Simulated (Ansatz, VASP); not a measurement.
# K2S in VASP and in Ansatz

```xyz
3
Lattice="0.0000 3.6683 3.6683 3.6683 0.0000 3.6683 3.6683 3.6683 0.0000" Properties=species:S:1:pos:R:3 pbc="T T T"
K     1.8342    1.8342    1.8342
K     5.5025    5.5025    5.5025
S     0.0000    0.0000    0.0000
```

Alike in both runs: task single point; functional PBEsol; k mesh 6 × 6 × 6; occupations gaussian, width 0.05 eV; no spin polarisation.

```csv
,VASP,Ansatz
version,VASP 6.6.1,Ansatz 0.2.0
potentials or method,"VASP PAW PBE potentials, release 64 (K_sv, S), cutoff 500 eV","scalar-relativistic, plane waves, PAW"
valence electrons in the cell,24,24
```

```tsv
	VASP	Ansatz	Ansatz less VASP
gap on the k mesh at the Fermi level (eV)	2.34	2.35	+0.002
least direct gap on the mesh (eV)	2.57	2.57	+0.004
pressure (GPa)	0.0	0.0	-0.04
```

VASP's potentials were made for PBE, not for PBEsol. The functional is the same, so the differences come from potentials, cutoffs and numerics.
